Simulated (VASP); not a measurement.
Input of a VASP 6.6.1 run:

INCAR

```
SYSTEM = Li
PREC = Accurate
ENCUT = 520
EDIFF = 1E-6
ISMEAR = 0
SIGMA = 0.1
LREAL = .False.
LASPH = .True.
NELM = 60
ALGO = Fast
ISIF = 2
LWAVE = .False.
LCHARG = .False.
GGA = PE
IVDW = 12
NBANDS = 14
```

File KPOINTS:

```
regular mesh
0
Gamma
  18 18 6
  0 0 0
```

Contents of POSCAR:

```
Li
1.0
    2.9202389237      0.0000000000      0.0000000000
   -1.4601194619      2.5290010931      0.0000000000
    0.0000000000      0.0000000000      9.5899464723
Li
4
Direct
    0.0000000000      0.0000000000      0.0000000000
    0.3333333333      0.6666666667      0.2500000000
    0.0000000000      0.0000000000      0.5000000000
    0.6666666667      0.3333333333      0.7500000000
```

Potentials or basis: VASP PAW PBE potentials, release 64 (Li_sv).

Launch:

```sh
$ cat potpaw_PBE.64/Li_sv/POTCAR > POTCAR
$ mpirun -np 1 vasp_std > vasp.out
```

Problem. Estimate the band gap on the k mesh.

Solution. Zero (bands 6 and 7 overlap by 4.26 eV).

Problem. Predict the dispersion energy per atom.

Solution. -0.194 eV.
